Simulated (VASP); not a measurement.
# NbC (Fm-3m) in VASP: single point with PBE

Aim: the single point of NbC with PBE.

Everything below comes from runs of VASP 6.6.1. Logs are shortened: lines on timing, memory, paths and dates and some standing lists are left out, and cuts for length are marked.

## Step 1: The cell of the first run

It takes space group Fm-3m (No. 225, cubic). The conventional cell has a = 4.485 Å, b = 4.485 Å, c = 4.485 Å, α = 90.00°, β = 90.00°, γ = 90.00°. Nb (site symmetry m-3m) has 6 C at 2.24 Å within 3.0 Å. Within 3.0 Å of C (site symmetry m-3m) lie 6 Nb at 2.24 Å.

## Step 2: Single point, PBE, non-collinear spin, zero start, spin-orbit coupling

The input, POSCAR:

```
NbC
1.0
    0.0000000000      2.2424824522      2.2424824522
    2.2424824522      0.0000000000      2.2424824522
    2.2424824522      2.2424824522      0.0000000000
Nb C
1 1
Direct
    0.0000000000      0.0000000000      0.0000000000
    0.5000000000      0.5000000000      0.5000000000
```

The input, INCAR.step1:

```
SYSTEM = NbC
PREC = Accurate
ENCUT = 520
EDIFF = 1E-6
ISMEAR = 0
SIGMA = 0.05
LREAL = .FALSE.
LASPH = .TRUE.
NELM = 200
ALGO = Normal
ISIF = 2
LWAVE = .FALSE.
LCHARG = .TRUE.
MAGMOM = 0 0 0 0 0 0
LSORBIT = .TRUE.
GGA_COMPAT = .FALSE.
LORBMOM = .TRUE.
LMAXMIX = 4
GGA = PE
NBANDS = 29
NEDOS = 2001
LORBIT = 11
```

The input, KPOINTS.step1:

```
regular mesh
0
G
  18 18 18
  0 0 0
```

The input, INCAR.step2:

```
SYSTEM = NbC
PREC = Accurate
ENCUT = 520
EDIFF = 1E-6
ISMEAR = -5
SIGMA = 0.05
LREAL = .FALSE.
LASPH = .TRUE.
NELM = 200
ALGO = Normal
ISIF = 2
LWAVE = .FALSE.
LCHARG = .FALSE.
MAGMOM = 0 0 0 0 0 0
LORBIT = 11
LSORBIT = .TRUE.
GGA_COMPAT = .FALSE.
LORBMOM = .TRUE.
LMAXMIX = 4
GGA = PE
NBANDS = 29
NEDOS = 2001
ICHARG = 11
```

The input, KPOINTS.step2:

```
regular mesh
0
G
  27 27 27
  0 0 0
```

Potentials or basis: VASP PAW PBE potentials, release 64 (Nb_sv, C).

The run is started by

```
cat potpaw_PBE.64/Nb_sv/POTCAR potpaw_PBE.64/C/POTCAR > POTCAR
cp INCAR.step1 INCAR
cp KPOINTS.step1 KPOINTS
mpirun -np 1 vasp_ncl > vasp.out
cp INCAR.step2 INCAR
cp KPOINTS.step2 KPOINTS
mpirun -np 1 vasp_ncl > vasp.out
```

OUTCAR:

```text
SYSTEM = NbC
   PREC = Accurate
   ENCUT = 520
   EDIFF = 1E-6
   ISMEAR = -5
   LREAL = .FALSE.
   LASPH = .TRUE.
   NELM = 200
   ISIF = 2
   LORBIT = 11
   LSORBIT = .TRUE.
   GGA = PE
   ICHARG = 11

 ion  position               nearest neighbor table
   1  0.000  0.000  0.000-   2 2.24   2 2.24   2 2.24   2 2.24   2 2.24   2 2.24
   2  0.500  0.500  0.500-   1 2.24   1 2.24   1 2.24   1 2.24   1 2.24   1 2.24

  LATTYP: Found a face centered cubic cell.
 ALAT       =     4.4849649044

  Lattice vectors:

 A1 = (   0.0000000000,   2.2424824522,   2.2424824522)
 A2 = (   2.2424824522,   0.0000000000,   2.2424824522)
 A3 = (   2.2424824522,   2.2424824522,   0.0000000000)

Analysis of symmetry for initial positions (statically):
=====================================================================
 Subroutine PRICEL returns:
 Original cell was already a primitive cell.

 Routine SETGRP: Setting up the symmetry group for a
 face centered cubic supercell.

 Subroutine GETGRP returns: Found 48 space group operations
 (whereof 48 operations were pure point group operations)
 out of a pool of 48 trial point group operations.

The static configuration has the point symmetry O_h .

Analysis of symmetry for dynamics (positions and initial velocities):
=====================================================================
 Subroutine PRICEL returns:
 Original cell was already a primitive cell.

 Routine SETGRP: Setting up the symmetry group for a
 face centered cubic supercell.

 Subroutine GETGRP returns: Found 48 space group operations
 (whereof 48 operations were pure point group operations)
 out of a pool of 48 trial point group operations.

The dynamic configuration has the point symmetry O_h .

Analysis of structural, dynamic, and magnetic symmetry:
=====================================================================
 Subroutine PRICEL returns:
 Original cell was already a primitive cell.

 Routine SETGRP: Setting up the symmetry group for a
 face centered cubic supercell.

 Subroutine GETGRP returns: Found 48 space group operations
 (whereof 48 operations were pure point group operations)
 out of a pool of 48 trial point group operations.

The overall configuration has the point symmetry O_h .

 Subroutine INISYM returns: Found 48 space group operations
 (whereof 48 operations are pure point group operations),
 and found     1 'primitive' translations

----------------------------------------------------------------------------------------

                                     Primitive cell

  volume of cell :      22.5537

  direct lattice vectors                    reciprocal lattice vectors
     0.000000000  2.242482452  2.242482452    -0.222967185  0.222967185  0.222967185
     2.242482452  0.000000000  2.242482452     0.222967185 -0.222967185  0.222967185
     2.242482452  2.242482452  0.000000000     0.222967185  0.222967185 -0.222967185

  length of vectors
     3.171349097  3.171349097  3.171349097     0.386190493  0.386190493  0.386190493

  position of ions in fractional coordinates (direct lattice)
     0.000000000  0.000000000  0.000000000
     0.500000000  0.500000000  0.500000000

  ion indices of the primitive-cell ions
   primitive index   ion index
                 1           1
                 2           2

----------------------------------------------------------------------------------------

 KPOINTS: regular mesh

Automatic generation of k-mesh.
 Grid dimensions read from file:
 generate k-points for:   27   27   27

 Generating k-lattice:

  Cartesian coordinates                     Fractional coordinates (reciprocal lattice)
    -0.008258044  0.008258044  0.008258044     0.037037037  0.000000000  0.000000000
     0.008258044 -0.008258044  0.008258044     0.000000000  0.037037037  0.000000000
     0.008258044  0.008258044 -0.008258044     0.000000000  0.000000000  0.037037037

  Length of vectors
     0.014303352  0.014303352  0.014303352

  Shift w.r.t. Gamma in fractional coordinates (k-lattice)
     0.000000000  0.000000000  0.000000000

 TETIRR: Found   2653 inequivalent tetrahedra from   118098

 Subroutine IBZKPT returns following result:
 ===========================================

 Found    560 irreducible k-points:

 Following reciprocal coordinates:
            Coordinates               Weight
  0.000000  0.000000  0.000000      1.000000
  0.037037  0.000000  0.000000      8.000000
[... 46 lines left out ...]
   NFREE  =      0    steps in history (QN), initial steepest desc. (CG)
   ISIF   =      2    stress and relaxation
   ISYM   =      2    0-nonsym 1-usesym 2-fastsym
   POTIM  = 0.5000    time-step for ionic-motion
   TEBEG  =    0.0;   TEEND  =   0.0 temperature during run
   PSTRESS=    0.0 pullay stress
   NELECT =      17.0000    total number of electrons
   NUPDOWN=      -1.0000    fix difference up-down
   EMIN   =  10.00;   EMAX   =-10.00  energy-range for DOS
   EFERMI =   0.00;   METHOD = LEGACY
   ISMEAR =    -5;   SIGMA  =   0.05  broadening in eV -4-tet -1-fermi 0-gaus
   EFERMI_NEDOS =   21; number of points for ismear=-14 and -15
   IALGO  =     38    algorithm
   IMIX   =      4    mixing-type and parameters
     AMIX     =   0.40;   BMIX     =  1.00
     AMIX_MAG =   1.60;   BMIX_MAG =  1.00
  volume/ion in A,a.u.               =      11.28        76.10
  Fermi-wavevector in a.u.,A,eV,Ry     =   1.489883  2.815470 30.201540  2.219751
  Thomas-Fermi vector in A             =   2.602735
   LORBIT       =     11    0 simple, 1 ext, 2 COOP (PROOUT), +10 PAW based schemes
   GGA     = PE    functional components
   LHFCALC =     F    Hartree Fock is set to
   AEXX    =    0.0000 exact exchange contribution
   IVDW    =     0    specifies the selected vdW correction
   LEPSILON=     F    determine dielectric tensor
   LRPA    =     F    only Hartree local field effects (RPA)
 Fermi weights with tetrahedron method with Bloechl corrections
  energy-cutoff  :      520.00
  volume of cell :       22.55
 maximum number of plane-waves:      1240

 number of electron      16.9999998 magnetization      -0.0000000      0.0000000     -0.0000000

 Free energy of the ion-electron system (eV)
  ---------------------------------------------------
  ext. energy  EPLUGINS =         0.00000000
  ---------------------------------------------------
  free energy    TOTEN  =       -20.62758699 eV

  energy without entropy =      -20.62758699  energy(sigma->0) =      -20.62758699

 E-fermi :  12.4515     XC(G=0): -13.0324

 val. band max:       12.4374003932   @ k =   0.4074   0.1481   0.0370
 cond. band min:      12.4060238116   @ k =   0.2222   0.0000   0.0000
 fundamental gap:     -0.0313765816
 Fermi energy:        12.4514725531

 k-point     1 :       0.0000    0.0000    0.0000
  band No.  band energies     occupation
      1     -43.3447      1.00000
      2     -43.3447      1.00000
      3     -20.4692      1.00000
      4     -20.4692      1.00000
      5     -18.3727      1.00000
      6     -18.3727      1.00000
[... 757 lines left out ...]
     28      20.4571      0.00000
     29      26.4206      0.00000

 [... further k-points ...]

------------------------ aborting loop because EDIFF is reached ----------------------------------------

  FORCE on cell =-STRESS in cart. coord.  units (eV):
  Direction    XX          YY          ZZ          XY          YZ          ZX
  --------------------------------------------------------------------------------------
  -------------------------------------------------------------------------------------
  Total       -0.1139720     -0.1139720     -0.1139720      0.0000000      0.0000000      0.0000000
  in kB       -8.0963915     -8.0963915     -8.0963915      0.0000000      0.0000000      0.0000000
  external PRESSURE =      -8.0963915 kB  Pullay stress =       0.0000000 kB

 VOLUME and BASIS-vectors are now :
 -----------------------------------------------------------------------------
  energy-cutoff  :      520.00
  volume of cell :       22.55
      direct lattice vectors                 reciprocal lattice vectors
     0.000000000  2.242482452  2.242482452    -0.222967185  0.222967185  0.222967185
     2.242482452  0.000000000  2.242482452     0.222967185 -0.222967185  0.222967185
     2.242482452  2.242482452  0.000000000     0.222967185  0.222967185 -0.222967185

 POSITION                                       TOTAL-FORCE (eV/Angst)
 -----------------------------------------------------------------------------------
      0.00000      0.00000      0.00000         0.000000     -0.000000      0.000000
      2.24248      2.24248      2.24248        -0.000000      0.000000     -0.000000
 -----------------------------------------------------------------------------------
    total drift:                                0.000000     -0.000000     -0.000000

  FREE ENERGIE OF THE ION-ELECTRON SYSTEM (eV)
  ---------------------------------------------------
  free  energy   TOTEN  =       -20.6275869934 eV

  energy  without entropy=      -20.6275869934  energy(sigma->0) =      -20.62758699

 orbital moment (x)

 # of ion     p       d       tot
 ----------------------------------------
  1         0.000  -0.000  -0.000
  2         0.000   0.000   0.000
 ----------------------------------------
            0.000  -0.000  -0.000

 orbital moment (y)

 # of ion     p       d       tot
 ----------------------------------------
  1         0.000  -0.000  -0.000
  2         0.000   0.000   0.000
 ----------------------------------------
            0.000  -0.000  -0.000

 orbital moment (z)

 # of ion     p       d       tot
 ----------------------------------------
  1         0.000   0.000   0.000
  2        -0.000   0.000  -0.000
 ----------------------------------------
           -0.000   0.000  -0.000

 Spin-Orbit-Coupling matrix elements

 Ion:    1  E_soc:     -0.1645641
 l=   1
     0.0000000    -0.0258871    -0.0258871
    -0.0258871     0.0000000    -0.0258871
    -0.0258871    -0.0258871     0.0000000
 l=   2
     0.0000000    -0.0003298     0.0000000    -0.0003298    -0.0012105
    -0.0003298     0.0000000    -0.0009079    -0.0003298    -0.0003026
     0.0000000    -0.0009079     0.0000000    -0.0009079     0.0000000
    -0.0003298    -0.0003298    -0.0009079     0.0000000    -0.0003026
    -0.0012105    -0.0003026     0.0000000    -0.0003026     0.0000000
 l=   3
     0.0000000     0.0000000     0.0000000     0.0000000     0.0000000     0.0000000     0.0000000
     0.0000000     0.0000000     0.0000000     0.0000000     0.0000000     0.0000000     0.0000000
     0.0000000     0.0000000     0.0000000     0.0000000     0.0000000     0.0000000     0.0000000
     0.0000000     0.0000000     0.0000000     0.0000000     0.0000000     0.0000000     0.0000000
     0.0000000     0.0000000     0.0000000     0.0000000     0.0000000     0.0000000     0.0000000
     0.0000000     0.0000000     0.0000000     0.0000000     0.0000000     0.0000000     0.0000000
     0.0000000     0.0000000     0.0000000     0.0000000     0.0000000     0.0000000     0.0000000

 Ion:    2  E_soc:     -0.0000833
 l=   1
     0.0000000    -0.0000139    -0.0000139
    -0.0000139     0.0000000    -0.0000139
    -0.0000139    -0.0000139     0.0000000
 l=   2
     0.0000000     0.0000000     0.0000000     0.0000000     0.0000000
     0.0000000     0.0000000     0.0000000     0.0000000     0.0000000
     0.0000000     0.0000000     0.0000000     0.0000000     0.0000000
     0.0000000     0.0000000     0.0000000     0.0000000     0.0000000
     0.0000000     0.0000000     0.0000000     0.0000000     0.0000000
 l=   3
     0.0000000     0.0000000     0.0000000     0.0000000     0.0000000     0.0000000     0.0000000
     0.0000000     0.0000000     0.0000000     0.0000000     0.0000000     0.0000000     0.0000000
     0.0000000     0.0000000     0.0000000     0.0000000     0.0000000     0.0000000     0.0000000
     0.0000000     0.0000000     0.0000000     0.0000000     0.0000000     0.0000000     0.0000000
     0.0000000     0.0000000     0.0000000     0.0000000     0.0000000     0.0000000     0.0000000
     0.0000000     0.0000000     0.0000000     0.0000000     0.0000000     0.0000000     0.0000000
     0.0000000     0.0000000     0.0000000     0.0000000     0.0000000     0.0000000     0.0000000

 total charge

# of ion       s       p       d       tot
------------------------------------------
    1        2.165   6.081   2.377  10.622
    2        0.879   1.530   0.000   2.410
--------------------------------------------------
tot          3.044   7.611   2.377  13.032

 magnetization (x)

# of ion       s       p       d       tot
------------------------------------------
    1        0.000   0.000   0.000   0.000
    2        0.000  -0.000   0.000  -0.000
--------------------------------------------------
tot          0.000   0.000   0.000   0.000

 magnetization (y)

# of ion       s       p       d       tot
------------------------------------------
    1        0.000   0.000  -0.000   0.000
    2        0.000   0.000   0.000   0.000
--------------------------------------------------
tot          0.000   0.000  -0.000   0.000

 magnetization (z)

# of ion       s       p       d       tot
------------------------------------------
    1       -0.000   0.000  -0.000  -0.000
    2        0.000   0.000   0.000   0.000
--------------------------------------------------
tot         -0.000   0.000  -0.000   0.000
```

Wall time 16 min (1 thread of Oxide Virtual Turin-like, shared host); peak memory 0.55 GiB.

Results:

| Quantity | Value |
| --- | --- |
| Net moment | 0.00 μB per cell |
| Valence electrons inside the program's atomic spheres | Nb 10.62; C 2.41 |

Moments on the atoms (μB; x, y, z):
```
Nb  0.00 0.00 0.00
C   0.00 0.00 0.00
```
